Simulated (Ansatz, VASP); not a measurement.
One calculation of ZnO, two programs

```
Zn O
1.0
    -1.45883    1.45883    5.05354
     1.45883   -1.45883    5.05354
     1.45883    1.45883   -5.05354
Zn O
2 2
Direct
  0.83333 0.83333 0.00000
  0.58333 0.08333 0.50000
  0.66667 0.66667 0.00000
  0.41667 0.91667 0.50000
```

Alike in both runs: task single point; functional PBE; k mesh 8 × 8 × 8; occupations gaussian, width 0.1 eV; no spin polarisation.

|  | VASP | Ansatz |
| --- | --- | --- |
| version | VASP 6.6.1 | Ansatz 0.2.0 |
| potentials or method | VASP PAW PBE potentials, release 64 (Zn, O), cutoff 520 eV | scalar-relativistic, plane waves, PAW |
| valence electrons in the cell | 36 | 36 |

|  | VASP | Ansatz | Ansatz less VASP |
| --- | --- | --- | --- |
| gap on the k mesh at the Fermi level (eV) | 0.74 | 0.70 | -0.042 |
| least direct gap on the mesh (eV) | 0.74 | 0.70 | -0.042 |
| rms of the force components (eV/Å) | 0.022 | 0.021 | -0.0012 |

Atom by atom the forces differ by 0.001 eV/Å (rms over components).
